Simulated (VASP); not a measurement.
Input of a VASP 6.6.1 run:

Contents of POSCAR:

```
B4CCl6O
1.0
    5.0987718711      2.9437771619      2.3168516231
   -5.0987718711      2.9437771619      2.3168516231
    0.0000000000     -5.8875547751      2.3168510496
B C O Cl
4 1 1 6
Direct
    0.2995655424      0.2995655424      0.2995655424
    0.3215194437      0.3215194437      0.0480996612
    0.0480996612      0.3215194437      0.3215194437
    0.3215194437      0.0480996612      0.3215194437
    0.5132583516      0.5132583516      0.5132583516
    0.6751728763      0.6751728763      0.6751728763
    0.1058070261      0.1058070261      0.7552491917
    0.7552491917      0.1058070261      0.1058070261
    0.1058070261      0.7552491917      0.1058070261
    0.5641054398      0.5641054398      0.0734905575
    0.0734905575      0.5641054398      0.5641054398
    0.5641054398      0.0734905575      0.5641054398
```

INCAR.step1

```
PREC = Accurate
ENCUT = 520
ISMEAR = -1
SIGMA = 0.1
LREAL = False
LASPH = True
NELM = 100
NBANDS = 44
GGA = PE
ALGO = Normal
EDIFF = 1E-4
LWAVE = True
LCHARG = False
```

The input INCAR.step2:

```
PREC = Accurate
ENCUT = 520
EDIFF = 1E-6
ISMEAR = -1
SIGMA = 0.1
LREAL = False
LASPH = True
NELM = 100
ALGO = Normal
ISIF = 2
LWAVE = False
LCHARG = False
METAGGA = R2SCAN
LMIXTAU = True
NBANDS = 44
ISTART = 1
```

The input KPOINTS:

```
regular mesh
0
Gamma
  4 4 4
```

Potentials or basis: VASP PAW PBE potentials, release 64 (B, C, O, Cl).

The run is started by

```bash
$ cat potpaw_PBE.64/B/POTCAR potpaw_PBE.64/C/POTCAR potpaw_PBE.64/O/POTCAR potpaw_PBE.64/Cl/POTCAR > POTCAR
$ cp INCAR.step1 INCAR
$ mpirun -np 1 vasp_std > vasp.out
$ cp INCAR.step2 INCAR
$ mpirun -np 1 vasp_std > vasp.out
```

(1) Predict the band gap on the k mesh.

(2) What does it give for the pressure?

(3) Estimate the largest force.

## Answers

(1) 4.36 eV, indirect (least direct gap 4.37 eV).

(2) 5.0 GPa.

(3) 1.103 eV/Å.

Caveat: the PAW data sets were made with another functional, which shifts forces and pressure a little.
